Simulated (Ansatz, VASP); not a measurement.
**Sc in VASP and in Ansatz**

The input INCAR:

```
ALGO = Fast ; EDIFF = 1E-7
ENCUT = 520 ; GGA = PS
ISIF = 2 ; ISMEAR = 0
LASPH = True ; LCHARG = False
LREAL = False ; LWAVE = False
NBANDS = 18 ; NELM = 60
PREC = Accurate ; SIGMA = 0.15
```

The input KPOINTS:

```
k-points
0
Gamma
  18 18 10
```

File POSCAR:

```
Sc
1.0
    3.3087978973      0.0000000000      0.0000000000
   -1.6543989486      2.8655030350     -0.0286550304
    0.0000000000     -0.0526800000      5.2680000000
Sc
2
Direct
    0.3333333333      0.6666666667      0.2500000000
    0.6666666667      0.3333333333      0.7500000000
```

Input for Ansatz:

```yaml
crystal:
  lattice:
    - [3.3087978973, 0.0, 0.0]
    - [-1.6543989486, 2.865503035, -0.0286550304]
    - [0.0, -0.05268, 5.268]
  atoms:
    - { symbol: Sc, position: [0.3333333333, 0.6666666667, 0.25] }
    - { symbol: Sc, position: [0.6666666667, 0.3333333333, 0.75] }
basis:
  ecutwfc: 420
kpoints:
  mp_grid: { grid: [18, 18, 10] }
hamiltonian:
  xc: pbesol
scf:
  occupations: { method: gaussian, width: 0.15 }
output:
  forces: true
  stress: true
  eigenvalues: true
```

Change from the starting cell: strain -0.0200 x Voigt [0, 0, 0, 1, 0, 0], atoms carried along.

Alike in both runs: task single point; functional PBEsol; k mesh 18 × 18 × 10; occupations gaussian, width 0.15 eV; no spin polarisation.

|  | VASP | Ansatz |
| --- | --- | --- |
| version | VASP 6.6.1 | Ansatz 0.2.0 |
| potentials or method | VASP PAW PBE potentials, release 64 (Sc_sv), cutoff 520 eV | scalar-relativistic, plane waves, PAW |
| valence electrons in the cell | 22 | 22 |

|  | VASP | Ansatz | Ansatz less VASP |
| --- | --- | --- | --- |
| gap on the k mesh at the Fermi level (eV) | none | none | - |
| pressure (GPa) | -2.8 | -2.8 | -0.01 |
| traceless stress, the component that is largest in VASP (GPa) | -1.06 | -1.06 | -0.001 |

VASP's potentials were made for PBE, not for PBEsol. A gap of «none» marks a metal or a gap that the smearing closes. The functional is the same, so the differences come from potentials, cutoffs and numerics.
